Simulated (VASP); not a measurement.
BeS:

```xyz
2
Lattice="0.0000 2.5073 2.3759 2.5073 0.0000 2.3759 2.5073 2.5073 0.0000" Properties=species:S:1:pos:R:3 pbc="T T T"
Be    0.0000    0.0000    0.0000
S     1.2537    1.2537    1.1879
```

This cell differs from its parent crystal: epitaxial xy strain +3.0%.

Base run:

* Program: VASP 6.6.1
* Functional: PBE
* Potentials or basis: VASP PAW PBE potentials, release 64 (Be, S)
* Cutoff: 520 eV
* k mesh: 6 × 6 × 6
* Occupations: gaussian, width 0.01 eV
* Spin: no spin polarisation

Its results: band gap on the k mesh 2.80 eV, indirect (least direct gap 5.32 eV); pressure -2.6 GPa.

Question: The run is repeated on the same cell with these changes: functional from PBE to r2SCAN; k mesh from 6 × 6 × 6 to 10 × 10 × 10. What comes out?

Answer: Band gap on the k mesh 3.25 eV, indirect (least direct gap 6.09 eV); pressure -3.0 GPa.

Several settings changed at once, so the effect can't be laid on one alone.

Caveats: the PAW data sets were made with another functional, which shifts forces and pressure a little (some runs).

A k mesh can miss the band edges.
